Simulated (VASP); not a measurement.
Crystal: MgS.

```
Mg S
1.0
     0.00000    2.83088    2.83088
     2.83088    0.00000    2.83088
     2.83088    2.83088    0.00000
Mg S
1 1
Direct
  0.00000 0.00000 0.00000
  0.25000 0.25000 0.25000
```

Base run:

* Program: VASP 6.6.1
* Functional: r2SCAN
* Potentials or basis: VASP PAW PBE potentials, release 64 (Mg, S)
* Cutoff: 520 eV
* k mesh: 8 × 8 × 8
* Occupations: gaussian, width 0.01 eV
* Spin: no spin polarisation

Its results: band gap on the k mesh 4.13 eV, direct; pressure -0.3 GPa.

Q: The run is repeated on the same cell with these changes: functional from r2SCAN to PBE; further incar settings from ALGO = Normal; EDIFF = 1e-06; NBANDS = 11 to ALGO = Normal; EDIFF = 1e-07; NBANDS = 11. What comes out?

A: Band gap on the k mesh 3.46 eV, direct; pressure 0.9 GPa.

Caveats: the PAW data sets were made with another functional, which shifts forces and pressure a little (some runs).

A k mesh can miss the band edges.
